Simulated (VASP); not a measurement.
A run of VASP 6.6.1 is set up as follows.

Contents of INCAR:

```
PREC = Accurate
ENCUT = 520
EDIFF = 1E-6
ISMEAR = 0
SIGMA = 0.1
LREAL = False
LASPH = True
NELM = 100
ALGO = Normal
ISIF = 2
LWAVE = False
LCHARG = False
LDIPOL = True
IDIPOL = 3
DIPOL = 0.5 0.5 0.359
GGA = PE
NBANDS = 39
```

File KPOINTS:

```
Automatic mesh
0
Gamma
  8 8 1
```

File POSCAR:

```
W4S
1.0
    3.1836991688      0.0000000000      0.0000000000
    0.0000000000      3.1836991688      0.0000000000
    0.0000000000      0.0000000000     20.1425775749
W S
4 1
Direct
    0.5000000000      0.5000000000      0.1985843165
    0.0000000000      0.0000000000      0.2776134069
    0.5000000000      0.5000000000      0.3599451800
    0.0000000000      0.0000000000      0.4290700901
    0.0000000000      0.2500000000      0.5313538605
```

Potentials or basis: VASP PAW PBE potentials, release 64 (W_sv, S).

Launch:

```sh
$ cat potpaw_PBE.64/W_sv/POTCAR potpaw_PBE.64/S/POTCAR > POTCAR
$ mpirun -np 1 vasp_std > vasp.out
```

Problem. What does it give for the largest force?

Solution. 2.224 eV/Å.

Problem. Predict the band gap on the k mesh.

Solution. Zero (bands 31 and 32 overlap by 1.90 eV).

Forces on the atoms (eV/Å):
```
W    0.000 -0.011  2.014
W    0.000  0.067 -2.199
W    0.000 -0.521 -2.040
W    0.000  0.103  2.222
S    0.000  0.361  0.003
```

Caveat: spin-orbit coupling is left out, which moves the levels of the heavy elements.
